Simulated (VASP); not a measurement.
Al, 1 atom in the cell. Symmetry: Pm-3m, No. 221, cubic system. The conventional cell has a = 2.630 Å, b = 2.630 Å, c = 2.630 Å, α = 90.00°, β = 90.00°, γ = 90.00°. Within 3.5 Å of Al (site symmetry m-3m) lie 6 Al at 2.63 Å. 

| Item | Value |
| --- | --- |
| Program | VASP 6.6.1 |
| Task | relaxation of cell and atoms |
| Functional | PBE |
| Potentials or basis | VASP PAW PBE potentials, release 64 (Al) |
| Cutoff | 600 eV |
| k mesh | 8 × 8 × 8 |
| Occupations | fermi-dirac, width 0.05 eV |
| Spin | no spin polarisation |
| Target pressure | 20 GPa |
| Dipole correction | no |
| Further INCAR settings | ALGO = Normal; EDIFF = 1e-07; IBRION = 2; EDIFFG = -0.01; NSW = 80; ISIF = 3 |

Potentials or basis: VASP PAW PBE potentials, release 64 (Al).

Launch:

```sh
$ cat potpaw_PBE.64/Al/POTCAR > POTCAR
$ mpirun -np 1 vasp_std > vasp.out
```

Hardware: 1 thread of Intel Xeon 8259CL, on a shared host.

Task: Estimate the wall time of this run.

Result: Wall time 13 s on 1 thread of Intel Xeon 8259CL, on a shared host, peak memory 0.13 GiB. Counts: scf iterations 32, k points 35, ion steps 5.
